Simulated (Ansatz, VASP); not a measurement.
One calculation of Hf, two programs

```
CELL_PARAMETERS angstrom
-1.69597 1.69597 1.69597
1.69597 -1.69597 1.69597
1.69597 1.69597 -1.69597
ATOMIC_POSITIONS crystal
Hf 0.00000 0.00000 0.00000
```

Alike in both runs: task single point; functional r2SCAN; k mesh 18 × 18 × 18; occupations gaussian, width 0.05 eV; no spin polarisation.

|  | VASP | Ansatz |
| --- | --- | --- |
| version | VASP 6.6.1 | Ansatz 0.2.0 |
| potentials or method | VASP PAW PBE potentials, release 64 (Hf_pv), cutoff 520 eV | scalar-relativistic, plane waves, PAW |
| valence electrons in the cell | 10 | 26 |

```csv
,VASP,Ansatz,Ansatz less VASP
gap on the k mesh at the Fermi level (eV),none,none,-
pressure (GPa),15.5,15.7,+0.16
```

VASP's potentials were made for PBE, not for r2SCAN. A gap of «none» marks a metal or a gap that the smearing closes. The functional is the same, so the differences come from potentials, cutoffs and numerics. VASP's potentials hold 10 valence electrons a cell and Ansatz's 26, so a difference there can come from the potentials and not from the codes.

Spin-orbit coupling is off throughout.
